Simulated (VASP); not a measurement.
**TlWF6: single point with PBE**

TlWF6:

```xyz
8
Lattice="0.0000 4.7577 4.7577 4.7577 0.0000 4.7577 4.7577 4.7577 0.0000" Properties=species:S:1:pos:R:3 pbc="T T T"
Tl    4.7577    4.7577    4.7577
W     0.0000    0.0000    0.0000
F     1.9127    4.7577    4.7577
F     7.6027    4.7577    4.7577
F     4.7577    1.9127    4.7577
F     4.7577    7.6027    4.7577
F     4.7577    4.7577    1.9127
F     4.7577    4.7577    7.6027
```

| Property | Result |
| --- | --- |
| Program | VASP 6.6.1 |
| Task | single point |
| Functional | PBE |
| Potentials or basis | VASP PAW PBE potentials, release 64 (Tl_d, W_sv, F) |
| Cutoff | 520 eV |
| k mesh | 4 × 4 × 4 |
| Occupations | gaussian, width 0.1 eV |
| Spin | collinear spin |
| Starting moments | [0.0, 0.49, 0.02, 0.02, 0.02, 0.02, 0.02, 0.02] μB |

- Pressure: 0.8 GPa
- Largest force: 0.310 eV/Å
- Band gap on the k mesh: zero (filled and empty bands overlap)
- Net moment: 1.00 μB per cell
- Site moments: Tl +0.00; W +0.80; F +0.02 μB
- Valence electrons inside the program's atomic spheres: Tl 11.06; W 11.76; F 6.08

Forces on the atoms (eV/Å):
```
Tl   0.000  0.000  0.000
W    0.000  0.000  0.000
F    0.310  0.000  0.000
F   -0.310  0.000  0.000
F    0.000  0.310  0.000
F    0.000 -0.310  0.000
F    0.000  0.000  0.310
F    0.000  0.000 -0.310
```

Levels at points of the mesh, in eV from the Fermi level:
Spin up:
| k point | band 31 | band 32 | band 33 | band 34 | band 35 | band 36 | band 37 | band 38 |
| --- | --- | --- | --- | --- | --- | --- | --- | --- |
| (0.00, 0.00, 0.00) | -5.15 | -5.15 | -5.15 | -4.58 | 0.01 | 0.01 | 0.01 | 3.45 |
| (0.50, 0.00, 0.00) | -5.20 | -5.20 | -5.18 | -3.99 | -0.01 | 0.04 | 0.04 | 2.42 |
| (0.50, 0.50, 0.00) | -5.21 | -5.21 | -5.16 | -4.68 | 0.01 | 0.08 | 0.08 | 2.77 |
Spin down:
```csv
k point,band 30,band 31,band 32,band 33,band 34,band 35,band 36,band 37,band 38,band 39
"(0.00, 0.00, 0.00)",-5.61,-5.10,-5.10,-5.10,-4.56,0.73,0.73,0.73,3.45,3.45
"(0.50, 0.00, 0.00)",-5.59,-5.15,-5.15,-5.13,-3.98,0.69,0.75,0.75,2.47,2.87
"(0.50, 0.50, 0.00)",-5.63,-5.16,-5.16,-5.10,-4.66,0.73,0.79,0.79,2.78,3.26
```

It took 2.5 min on 1 thread of AMD EPYC 9R45 96-Core Processor (Zen 5), on a shared host, peak memory 0.47 GiB.

Caveat: spin-orbit coupling is left out, which moves the levels of the heavy elements.
